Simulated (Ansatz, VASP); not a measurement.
Ge in VASP and in Ansatz

```
Ge
1.0
     1.88367   -1.88366    0.00000
     1.88367    1.88366    0.00000
     0.00000    0.00000    2.86280
Ge
1
Direct
  0.00000 0.00000 0.00000
```

Alike in both runs: functional PBE; k mesh 4 × 4 × 10; occupations gaussian, width 0.1 eV; no spin polarisation.

Ansatz relaxed the structure, and its values are those at the end. VASP's run is a single point on that final structure, the one shown.

|  | VASP | Ansatz |
| --- | --- | --- |
| version | VASP 6.6.1 | Ansatz 0.2.0 |
| potentials or method | VASP PAW PBE potentials, release 64 (Ge_d), cutoff 520 eV | scalar-relativistic, plane waves, PAW |
| valence electrons in the cell | 14 | 14 |

|  | VASP | Ansatz | Ansatz less VASP |
| --- | --- | --- | --- |
| gap on the k mesh at the Fermi level (eV) | none | none | - |
| pressure (GPa) | 0.1 | 0.2 | +0.14 |

A gap of «none» marks a metal or a gap that the smearing closes.

The k mesh is coarse, so the values compare programs but aren't converged.
